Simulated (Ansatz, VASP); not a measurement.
## One calculation of PbSe, two programs

```
CELL_PARAMETERS angstrom
0.00000 3.20222 3.15130
3.20222 0.00000 3.15130
3.20222 3.20222 0.00000
ATOMIC_POSITIONS crystal
Pb 0.00000 0.00000 0.00000
Se 0.50000 0.50000 0.50000
```

Alike in both runs: task single point; functional PBE; dispersion D3(BJ); k mesh 10 × 10 × 10; occupations gaussian, width 0.03 eV; no spin polarisation.

|  | VASP | Ansatz |
| --- | --- | --- |
| version | VASP 6.6.1 | Ansatz 0.2.0 |
| potentials or method | VASP PAW PBE potentials, release 64 (Pb_d, Se), cutoff 520 eV | scalar-relativistic, plane waves, PAW |
| valence electrons in the cell | 20 | 30 |

```csv
,VASP,Ansatz,Ansatz less VASP
gap on the k mesh at the Fermi level (eV),0.62,0.61,-0.004
least direct gap on the mesh (eV),0.62,0.61,-0.004
pressure (GPa),-2.2,-2.2,+0.02
"traceless stress, the component that is largest in VASP (GPa)",0.80,0.79,-0.003
```

VASP's potentials hold 20 valence electrons a cell and Ansatz's 30, so a difference there can come from the potentials and not from the codes. Ansatz's warnings: dispersion switch in reach.

Neither program's run includes spin-orbit coupling.
